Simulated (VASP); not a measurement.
Crystal: Si2Mo (mix).

```
Si Mo
1.0
    -1.60000    1.60000    3.93050
     1.60000   -1.60000    3.93050
     1.60000    1.60000   -3.93050
Si Mo
2 1
Direct
  0.33300 0.33300 0.00000
  0.66700 0.66700 0.00000
  0.00000 0.00000 0.00000
```

```yaml
Program: VASP 6.6.1
Task: relaxation of cell and atoms
Functional: PBE
Potentials_or_basis: VASP PAW PBE potentials, release 64 (Si, Mo_sv)
Cutoff: 600 eV
k_mesh: 18 × 18 × 18
Occupations: gaussian, width 0.1 eV
Spin: no spin polarisation
```

At the start: pressure 2.4 GPa; volume 13.42 Å³/atom.

Problem. Where does the relaxation end?

Solution. Over 7 steps the energy falls by 2.9 meV/atom and the volume is 13.59 Å³/atom (+1.3 %); space group I4/mmm (No. 139, to 0.05 Å).

Step by step:
| step | energy change (eV) | largest force (eV/Å) | pressure (GPa) | volume (Å³) |
| --- | --- | --- | --- | --- |
| 1 | 0.0000 | 0.2793 | 2.36 | 40.25 |
| 2 | -0.0018 | 0.0864 | -3.20 | 41.41 |
| 3 | -0.0068 | 0.1728 | -0.71 | 40.87 |
| 4 | -0.0085 | 0.0165 | 0.15 | 40.74 |
| 5 | -0.0086 | 0.0144 | 0.01 | 40.76 |
| 6 | -0.0086 | 0.0037 | 0.00 | 40.76 |
| 7 | -0.0086 | 0.0001 | 0.00 | 40.76 |

Final structure:
```cif
data_structure
_symmetry_space_group_name_H-M 'P 1'
_symmetry_Int_Tables_number 1
_cell_length_a 4.5471
_cell_length_b 4.5471
_cell_length_c 4.5471
_cell_angle_alpha 138.559
_cell_angle_beta 138.559
_cell_angle_gamma 60.048
_cell_volume 40.76
loop_
_atom_site_label
_atom_site_type_symbol
_atom_site_fract_x
_atom_site_fract_y
_atom_site_fract_z
_atom_site_occupancy
Si1 Si 0.33508 0.33508 0.00000 1
Si2 Si 0.66492 0.66492 0.00000 1
Mo1 Mo 0.00000 0.00000 0.00000 1
```
